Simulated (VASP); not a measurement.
Here is a VASP 6.6.1 calculation.

File POSCAR:

```
HfO2
1.0
    0.0000000000      2.4659527604      2.5539270269
    2.4659527604      0.0000000000      2.5539270269
    2.4659527604      2.4659527604      0.0000000000
Hf O
1 2
Direct
    0.0000000000      0.0000000000      0.0000000000
    0.2500000000      0.2500000000      0.2500000000
    0.7500000000      0.7500000000      0.7500000000
```

The input INCAR.step1:

```
PREC = Accurate
ENCUT = 520
ISMEAR = 0
SIGMA = 0.01
LREAL = False
LASPH = True
NELM = 60
NBANDS = 18
GGA = PE
ALGO = Normal
EDIFF = 1E-4
LWAVE = True
LCHARG = False
```

File INCAR.step2:

```
PREC = Accurate
ENCUT = 520
EDIFF = 1E-7
ISMEAR = 0
SIGMA = 0.01
LREAL = False
LASPH = True
NELM = 60
ALGO = Normal
ISIF = 2
LWAVE = False
LCHARG = False
METAGGA = R2SCAN
LMIXTAU = True
NBANDS = 18
ISTART = 1
```

The input KPOINTS:

```
regular mesh
0
Gamma
  8 8 8
```

Potentials or basis: VASP PAW PBE potentials, release 64 (Hf_pv, O).

Launch:

```console
$ cat potpaw_PBE.64/Hf_pv/POTCAR potpaw_PBE.64/O/POTCAR > POTCAR
$ cp INCAR.step1 INCAR
$ mpirun -np 1 vasp_std > vasp.out
$ cp INCAR.step2 INCAR
$ mpirun -np 1 vasp_std > vasp.out
```

Q: Estimate the band gap on the k mesh.

A: 4.11 eV, indirect (least direct gap 4.23 eV).

Q: Estimate the pressure.

A: 7.7 GPa.

Stress tensor (GPa, compression positive):
```
13.94  0.00  0.00
 0.00 13.94  0.00
 0.00  0.00 -4.64
```

Caveat: the cell differs from its parent crystal (epitaxial xy strain -2.5%); the PAW data sets were made with another functional, which shifts forces and pressure a little; spin-orbit coupling is left out, which moves the levels of the heavy elements. A k mesh can miss the band edges.
